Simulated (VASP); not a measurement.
Wanted: the native input for a VASP 6.6.1 run.

```yaml
Task: single point
Functional: PBE
Dispersion: D3(BJ)
Potentials_or_basis: VASP PAW PBE potentials, release 64 (K_sv)
Cutoff: 520 eV
k_mesh: 12 × 12 × 12
Occupations: gaussian, width 0.1 eV
Spin: no spin polarisation
Dipole_correction: no
Further_INCAR_settings: ALGO = Normal; EDIFF = 1e-06; NBANDS = 10
```

The structure of K lies in POSCAR:

```
K
1.0
    0.0000000000      2.9593398976      2.9593398976
    2.9593398976      0.0000000000      2.9593398976
    2.9593398976      2.9593398976      0.0000000000
K
1
Direct
    0.0000000000      0.0000000000      0.0000000000
```

One way to write it, as run:

INCAR

```
SYSTEM = K
ALGO = Normal
EDIFF = 1E-6
ENCUT = 520
GGA = PE
ISIF = 2
ISMEAR = 0
IVDW = 12
LASPH = .True.
LCHARG = .False.
LREAL = .False.
LWAVE = .False.
NBANDS = 10
NELM = 60
PREC = Accurate
SIGMA = 0.1
```

KPOINTS

```
k-points
0
Gamma
  12 12 12
  0 0 0
```

Potentials or basis: VASP PAW PBE potentials, release 64 (K_sv).

Launch:

```bash
$ cat potpaw_PBE.64/K_sv/POTCAR > POTCAR
$ mpirun -np 1 vasp_std > vasp.out
```

Results of the run:

The pressure is 2.0 GPa and the dispersion energy per atom is -0.159 eV.

Caveat: pairwise dispersion overbinds metals, which lowers pressure and volume.

It took 12 s on 1 thread of Intel(R) Xeon(R) Platinum 8488C (Sapphire Rapids), on a shared host, peak memory 0.19 GiB.
